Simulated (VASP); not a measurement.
# Os (R-3m) in VASP: single point with PBE

Aim: the single point of Os with PBE.

All numbers are computed with VASP 6.6.1; they aren't measurements. Logs are shortened: lines on timing, memory, paths and dates and some standing lists are left out, and cuts for length are marked.

## 1. The cell of the first run

It takes space group R-3m (No. 166, trigonal). The conventional cell has a = 2.720 Å, b = 2.720 Å, c = 14.243 Å, α = 90.00°, β = 90.00°, γ = 120.00°. Os (site symmetry 3m) has 10 Os at 2.62 to 2.72 Å within 3.5 Å.

## 2. Single point, PBE

File INCAR:

```
SYSTEM = Os
ALGO = Normal ; EDIFF = 1E-6
ENCUT = 560 ; GGA = PE
GGA_COMPAT = .False. ; ISIF = 2
ISMEAR = 0 ; LASPH = .True.
LCHARG = .True. ; LELF = .True.
LREAL = .False. ; LVHAR = .True.
LWAVE = .False. ; NBANDS = 23
NELM = 120 ; PREC = Accurate
SIGMA = 0.1
```

File KPOINTS:

```
k-points
0
Gamma
  9 9 9
  0 0 0
```

File POSCAR:

```
Os
1.0
    1.3599328786      0.7851576135      4.7475724434
   -1.3599328786      0.7851576135      4.7475724434
    0.0000000000     -1.5703152270      4.7475724434
Os
2
Direct
    0.0921096214      0.0921096214      0.0921096214
    0.9078903786      0.9078903786      0.9078903786
```

Potentials or basis: VASP PAW PBE potentials, release 64 (Os_sv_GW).

Run with:

```bash
$ cat potpaw_PBE.64/Os_sv_GW/POTCAR > POTCAR
$ mpirun -np 1 vasp_std > vasp.out
```

OUTCAR:

```text
SYSTEM = Os
   EDIFF = 1E-6
   ENCUT = 560
   GGA = PE
   ISIF = 2
   ISMEAR = 0
   LASPH = .True.
   LREAL = .False.
   NELM = 120
   PREC = Accurate

 ion  position               nearest neighbor table
   1  0.092  0.092  0.092-   2 2.62   2 2.64   2 2.64   2 2.64
   2  0.908  0.908  0.908-   1 2.62   1 2.64   1 2.64   1 2.64

  LATTYP: Found a trigonal (rhomboedric) cell.
 ALAT       =     5.0005333733
 COS(alpha) =     0.8520781660

  Lattice vectors:

 A1 = (   1.3599328786,   0.7851576135,   4.7475724434)
 A2 = (  -1.3599328786,   0.7851576135,   4.7475724434)
 A3 = (   0.0000000000,  -1.5703152270,   4.7475724434)

Analysis of symmetry for initial positions (statically):
=====================================================================
 Subroutine PRICEL returns:
 Original cell was already a primitive cell.

 Routine SETGRP: Setting up the symmetry group for a
 trigonal (rhombohedral) supercell.

 Subroutine GETGRP returns: Found 12 space group operations
 (whereof 12 operations were pure point group operations)
 out of a pool of 12 trial point group operations.

The static configuration has the point symmetry D_3d.

Analysis of symmetry for dynamics (positions and initial velocities):
=====================================================================
 Subroutine PRICEL returns:
 Original cell was already a primitive cell.

 Routine SETGRP: Setting up the symmetry group for a
 trigonal (rhombohedral) supercell.

 Subroutine GETGRP returns: Found 12 space group operations
 (whereof 12 operations were pure point group operations)
 out of a pool of 12 trial point group operations.

The dynamic configuration has the point symmetry D_3d.

 Subroutine INISYM returns: Found 12 space group operations
 (whereof 12 operations are pure point group operations),
 and found     1 'primitive' translations

----------------------------------------------------------------------------------------

                                     Primitive cell

  volume of cell :      30.4157

  direct lattice vectors                    reciprocal lattice vectors
     1.359932879  0.785157614  4.747572443     0.367665205  0.212271605  0.070211321
    -1.359932879  0.785157614  4.747572443    -0.367665205  0.212271605  0.070211321
     0.000000000 -1.570315227  4.747572443     0.000000000 -0.424543210  0.070211321

  length of vectors
     5.000533373  5.000533373  5.000533373     0.430309849  0.430309849  0.430309849

  position of ions in fractional coordinates (direct lattice)
     0.092109621  0.092109621  0.092109621
     0.907890379  0.907890379  0.907890379

  ion indices of the primitive-cell ions
   primitive index   ion index
                 1           1
                 2           2

----------------------------------------------------------------------------------------

 KPOINTS: k-points

Automatic generation of k-mesh.
 Grid dimensions read from file:
 generate k-points for:    9    9    9

 Generating k-lattice:

  Cartesian coordinates                     Fractional coordinates (reciprocal lattice)
     0.040851689  0.023585734  0.007801258     0.111111111  0.000000000  0.000000000
    -0.040851689  0.023585734  0.007801258     0.000000000  0.111111111  0.000000000
     0.000000000 -0.047171468  0.007801258     0.000000000  0.000000000  0.111111111

  Length of vectors
     0.047812205  0.047812205  0.047812205

  Shift w.r.t. Gamma in fractional coordinates (k-lattice)
     0.000000000  0.000000000  0.000000000

 Subroutine IBZKPT returns following result:
 ===========================================

 Found     85 irreducible k-points:

 Following reciprocal coordinates:
            Coordinates               Weight
  0.000000  0.000000  0.000000      1.000000
  0.111111  0.000000  0.000000      6.000000
  0.222222  0.000000  0.000000      6.000000
  0.333333  0.000000  0.000000      6.000000
  0.444444  0.000000  0.000000      6.000000
  0.111111  0.111111  0.000000      6.000000
[... 16 lines left out ...]
 -0.333333  0.333333  0.000000      6.000000
  0.444444  0.444444  0.000000      6.000000
 [... further k-points ...]
   k-points           NKPTS =     85   k-points in BZ     NKDIM =     85   number of bands    NBANDS=     23
   number of dos      NEDOS =    301   number of ions     NIONS =      2
   total plane-waves  NPLWV =  64000
   dimension x,y,z NGX =    40 NGY =   40 NGZ =   40
   dimension x,y,z NGXF=    80 NGYF=   80 NGZF=   80
   ions per type =               2
   NGX,Y,Z   is equivalent  to a cutoff of  13.30, 13.30, 13.30 a.u.
   NGXF,Y,Z  is equivalent  to a cutoff of  26.60, 26.60, 26.60 a.u.
 SYSTEM =  Os
   PREC   = accura    normal or accurate (medium, high low for compatibility)
   ISTART =      0    job   : 0-new  1-cont  2-samecut
   ICHARG =      2    charge: 1-file 2-atom 10-const
   ISPIN  =      1    spin polarized calculation?
   LNONCOLLINEAR =      F non collinear calculations
   LSORBIT =      F    spin-orbit coupling
   LASPH  =      T    aspherical Exc in radial PAW
   ENCUT  =  560.0 eV  41.16 Ry    6.42 a.u.   9.65  9.65  9.65*2*pi/ulx,y,z
   NELM   =    120;   NELMIN=  2; NELMDL= -5     # of ELM steps
   EDIFF  = 0.1E-05   stopping-criterion for ELM
   LREAL  =      F    real-space projection
   EDIFFG = 0.1E-04   stopping-criterion for IOM
   NSW    =      0    number of steps for IOM
   IBRION =     -1    ionic relax: 0-MD 1-quasi-New 2-CG
   NFREE  =      0    steps in history (QN), initial steepest desc. (CG)
   ISIF   =      2    stress and relaxation
   ISYM   =      2    0-nonsym 1-usesym 2-fastsym
   POTIM  = 0.5000    time-step for ionic-motion
   TEBEG  =    0.0;   TEEND  =   0.0 temperature during run
   PSTRESS=    0.0 pullay stress
   NELECT =      32.0000    total number of electrons
   NUPDOWN=      -1.0000    fix difference up-down
   EMIN   =  10.00;   EMAX   =-10.00  energy-range for DOS
   EFERMI =   0.00;   METHOD = LEGACY
   ISMEAR =     0;   SIGMA  =   0.10  broadening in eV -4-tet -1-fermi 0-gaus
   EFERMI_NEDOS =   21; number of points for ismear=-14 and -15
   IALGO  =     38    algorithm
   IMIX   =      4    mixing-type and parameters
     AMIX     =   0.40;   BMIX     =  1.00
     AMIX_MAG =   1.60;   BMIX_MAG =  1.00
  volume/ion in A,a.u.               =      15.21       102.63
  Fermi-wavevector in a.u.,A,eV,Ry     =   1.665044  3.146477 37.720414  2.772372
  Thomas-Fermi vector in A             =   2.751483
   LORBIT       =      0    0 simple, 1 ext, 2 COOP (PROOUT), +10 PAW based schemes
   GGA     = PE    functional components
   LHFCALC =     F    Hartree Fock is set to
   AEXX    =    0.0000 exact exchange contribution
   IVDW    =     0    specifies the selected vdW correction
   LEPSILON=     F    determine dielectric tensor
   LRPA    =     F    only Hartree local field effects (RPA)
 non-spin polarized calculation
 Gauss-broadening in eV      SIGMA  =   0.10
  energy-cutoff  :      560.00
  volume of cell :       30.42
 maximum number of plane-waves:       926
   NGX = 19   NGY = 19   NGZ = 19

 number of electron      32.0000000 magnetization

 Free energy of the ion-electron system (eV)
  ---------------------------------------------------
  ext. energy  EPLUGINS =         0.00000000
  ---------------------------------------------------
  free energy    TOTEN  =       -23.55860481 eV

  energy without entropy =      -23.54736211  energy(sigma->0) =      -23.55298346

 E-fermi :  12.1089     XC(G=0): -14.0101

 val. band max:       12.0972689239   @ k =  -0.3333   0.3333   0.3333
 cond. band min:      12.1257148037   @ k =   0.3333   0.2222   0.1111
 fundamental gap:      0.0284458798
 Fermi energy:        12.1088965461

 k-point     1 :       0.0000    0.0000    0.0000
  band No.  band energies     occupation
      1     -74.2944      2.00000
      2     -74.2010      2.00000
      3     -34.1486      2.00000
      4     -33.2721      2.00000
      5     -33.2721      2.00000
      6     -33.2009      2.00000
[... 15 lines left out ...]
     22      26.4048      0.00000
     23      27.0271      0.00000

 k-point     2 :       0.1111    0.0000    0.0000
  band No.  band energies     occupation
      1     -74.2853      2.00000
      2     -74.1965      2.00000
      3     -34.1206      2.00000
      4     -33.3847      2.00000
      5     -33.3000      2.00000
      6     -33.2869      2.00000
[... 15 lines left out ...]
     22      27.2505      0.00000
     23      27.8395      0.00000

 k-point     3 :       0.2222    0.0000    0.0000
  band No.  band energies     occupation
      1     -74.2613      2.00000
      2     -74.1842      2.00000
      3     -34.0545      2.00000
      4     -33.6394      2.00000
      5     -33.4885      2.00000
      6     -33.3666      2.00000
[... 15 lines left out ...]
     22      26.9219      0.00000
     23      28.8067      0.00000

 k-point     4 :       0.3333    0.0000    0.0000
  band No.  band energies     occupation
      1     -74.2329      2.00000
      2     -74.1715      2.00000
      3     -34.0236      2.00000
      4     -33.9121      2.00000
      5     -33.6564      2.00000
      6     -33.4389      2.00000
[... 15 lines left out ...]
     22      23.4865      0.00000
     23      28.1009      0.00000

 k-point     5 :       0.4444    0.0000    0.0000
  band No.  band energies     occupation
      1     -74.2127      2.00000
      2     -74.1645      2.00000
      3     -34.1059      2.00000
      4     -34.0534      2.00000
      5     -33.6794      2.00000
      6     -33.4849      2.00000
[... 15 lines left out ...]
     22      22.4537      0.00000
     23      25.4125      0.00000

 k-point     6 :       0.1111    0.1111    0.0000
  band No.  band energies     occupation
      1     -74.2847      2.00000
      2     -74.1972      2.00000
      3     -34.1114      2.00000
      4     -33.3800      2.00000
      5     -33.3070      2.00000
      6     -33.2928      2.00000
[... 15 lines left out ...]
     22      27.1818      0.00000
     23      27.8716      0.00000

 k-point     7 :       0.2222    0.1111    0.0000
  band No.  band energies     occupation
      1     -74.2673      2.00000
      2     -74.1892      2.00000
      3     -34.0555      2.00000
      4     -33.5427      2.00000
      5     -33.4586      2.00000
      6     -33.3323      2.00000
[... 353 lines left out ...]
     22      25.3607      0.00000
     23      25.7989      0.00000

 k-point    21 :       0.4444    0.3333   -0.0000
  band No.  band energies     occupation
      1     -74.2070      2.00000
      2     -74.1761      2.00000
      3     -34.0252      2.00000
      4     -33.9414      2.00000
      5     -33.6524      2.00000
      6     -33.5176      2.00000
[... 15 lines left out ...]
     22      23.9723      0.00000
     23      24.3195      0.00000

 k-point    22 :      -0.4444    0.3333    0.0000
  band No.  band energies     occupation
      1     -74.1915      2.00000
      2     -74.1730      2.00000
      3     -34.0023      2.00000
      4     -33.9326      2.00000
      5     -33.7583      2.00000
      6     -33.5472      2.00000
[... 15 lines left out ...]
     22      21.8563      0.00000
     23      23.3907      0.00000

 k-point    23 :      -0.3333    0.3333    0.0000
  band No.  band energies     occupation
      1     -74.1908      2.00000
      2     -74.1669      2.00000
      3     -33.9445      2.00000
      4     -33.8827      2.00000
      5     -33.8606      2.00000
      6     -33.6704      2.00000
[... 15 lines left out ...]
     22      22.7081      0.00000
     23      23.9044      0.00000

 k-point    24 :       0.4444    0.4444    0.0000
  band No.  band energies     occupation
      1     -74.1966      2.00000
      2     -74.1804      2.00000
      3     -34.0912      2.00000
      4     -34.0173      2.00000
      5     -33.5682      2.00000
      6     -33.5178      2.00000
[... 15 lines left out ...]
     22      22.6922      0.00000
     23      24.9249      0.00000

 [... further k-points ...]

------------------------ aborting loop because EDIFF is reached ----------------------------------------

  FORCE on cell =-STRESS in cart. coord.  units (eV):
  Direction    XX          YY          ZZ          XY          YZ          ZX
  --------------------------------------------------------------------------------------
  -------------------------------------------------------------------------------------
  Total       -0.1936908     -0.1936908     -0.2632244      0.0000000     -0.0000000      0.0000000
  in kB      -10.2028721    -10.2028721    -13.8656270      0.0000000     -0.0000000      0.0000000
  external PRESSURE =     -11.4237904 kB  Pullay stress =       0.0000000 kB

 VOLUME and BASIS-vectors are now :
 -----------------------------------------------------------------------------
  energy-cutoff  :      560.00
  volume of cell :       30.42
      direct lattice vectors                 reciprocal lattice vectors
     1.359932879  0.785157614  4.747572443     0.367665205  0.212271605  0.070211321
    -1.359932879  0.785157614  4.747572443    -0.367665205  0.212271605  0.070211321
     0.000000000 -1.570315227  4.747572443     0.000000000 -0.424543210  0.070211321

 POSITION                                       TOTAL-FORCE (eV/Angst)
 -----------------------------------------------------------------------------------
      0.00000      0.00000      1.31189         0.000000      0.000000     -0.016347
      0.00000      0.00000     12.93083         0.000000     -0.000000      0.016347
 -----------------------------------------------------------------------------------
    total drift:                               -0.000000      0.000000     -0.000000

  FREE ENERGIE OF THE ION-ELECTRON SYSTEM (eV)
  ---------------------------------------------------
  free  energy   TOTEN  =       -23.5586048078 eV

  energy  without entropy=      -23.5473621107  energy(sigma->0) =      -23.55298346
```

It took 2.1 min on 1 thread of Intel Xeon Platinum 8259CL at 2.50GHz (Skylake/Cascade Lake), shared host; peak memory 0.28 GiB.

Results:

- Free energy: -23.5586 eV
- Pressure: -1.1 GPa
- Largest force: 0.016 eV/Å
- Band gap on the k mesh: zero (bands 16 and 17 overlap by 2.88 eV)

Forces in eV/Å, atoms in the order of the input:
```
Os   0.000  0.000 -0.016
Os   0.000  0.000  0.016
```

Levels at points of the mesh, in eV from the Fermi level:
```csv
k point,band 12,band 13,band 14,band 15,band 16,band 17,band 18,band 19,band 20,band 21
"(0.00, 0.00, 0.00)",-2.55,-2.55,-2.45,-2.45,-0.46,0.56,0.56,1.02,1.02,6.64
```

Caveat: spin-orbit coupling is left out, which moves the levels of the heavy elements.

The gap in the log of VASP goes by the Fermi energy; the results here count the filled bands.